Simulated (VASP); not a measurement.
Crystal: AlAu.

```
CELL_PARAMETERS angstrom
3.22394 0.00000 0.00000
0.00000 3.22394 0.00000
0.00000 0.00000 3.22394
ATOMIC_POSITIONS crystal
Al 0.00000 0.00000 0.00000
Au 0.50000 0.50000 0.50000
```

| Property | Result |
| --- | --- |
| Program | VASP 6.6.1 |
| Task | relaxation of cell and atoms |
| Functional | LDA |
| Potentials or basis | VASP PAW LDA potentials, release 64 (Al, Au) |
| Cutoff | 600 eV |
| k mesh | 6 × 6 × 6 |
| Occupations | gaussian, width 0.15 eV |
| Spin | no spin polarisation |

At the start: pressure -8.0 GPa; volume 16.75 Å³/atom.

Problem. Where does the relaxation end?

Solution. Over 3 steps the energy falls by 27.7 meV/atom and the volume is 15.73 Å³/atom (-6.1 %); space group Pm-3m (No. 221, to 0.05 Å).

The path:
```csv
step,energy change (eV),largest force (eV/Å),pressure (GPa),volume (Å³)
1,0.0000,0.0000,-8.00,33.51
2,-0.0016,0.0000,10.01,29.61
3,-0.0554,0.0000,-0.07,31.45
```

Final structure:
```
Al Au
1.0
     3.15652    0.00000    0.00000
     0.00000    3.15652    0.00000
     0.00000    0.00000    3.15652
Al Au
1 1
Cartesian
  0.0000 0.0000 0.0000
  1.5783 1.5783 1.5783
```
